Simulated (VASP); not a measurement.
Write the native input for VASP 6.6.1 that does the following.

| Quantity | Value |
| --- | --- |
| Task | single point |
| Functional | PBE |
| Potentials or basis | VASP PAW PBE potentials, release 64 (Ta_pv, Si, Ge_d) |
| Cutoff | 520 eV |
| k mesh | 12 × 12 × 4 |
| Occupations | gaussian, width 0.1 eV |
| Spin | no spin polarisation |
| Dipole correction | no |
| Further INCAR settings | ALGO = Normal; EDIFF = 1e-06; NBANDS = 30 |

The structure of Ta2Si2Ge lies in POSCAR:

```
Ta2Si2Ge
1.0
    3.0116995346      0.0000000000      0.0000000000
   -1.5058497673      2.6082083055      0.0000000000
    0.0000000000      0.0000000000     10.6836855202
Ta Si Ge
2 2 1
Direct
    0.3333333333      0.6666666667      0.7070221726
    0.6666666667      0.3333333333      0.2929778274
    0.0000000000      0.0000000000      0.1085309181
    0.0000000000      0.0000000000      0.8914690819
    0.0000000000      0.0000000000      0.5000000000
```

The cell was built from a structure type or drawn by symmetry, and may not be a known phase.

One way to write it, as run:

INCAR

```
PREC = Accurate
ENCUT = 520
EDIFF = 1E-6
ISMEAR = 0
SIGMA = 0.1
LREAL = F
LASPH = T
NELM = 100
ALGO = Normal
ISIF = 2
LWAVE = F
LCHARG = T
GGA = PE
LELF = T
LVHAR = T
NBANDS = 30
```

KPOINTS

```
regular mesh
0
Gamma
  12 12 4
```

Potentials or basis: VASP PAW PBE potentials, release 64 (Ta_pv, Si, Ge_d).

The run is started by

```console
$ cat potpaw_PBE.64/Ta_pv/POTCAR potpaw_PBE.64/Si/POTCAR potpaw_PBE.64/Ge_d/POTCAR > POTCAR
$ mpirun -np 1 vasp_std > vasp.out
```

Results of the run:

| Quantity | Value |
| --- | --- |
| Pressure | 0.1 GPa |
| Largest force | 0.023 eV/Å |
| Band gap on the k mesh | zero (bands 22 and 23 overlap by 1.49 eV) |

Caveat: spin-orbit coupling is left out, which moves the levels of the heavy elements.

It took 61 s on 1 thread of Intel(R) Xeon(R) 6975P-C (Granite Rapids), with other jobs on the host, peak memory 0.31 GiB.
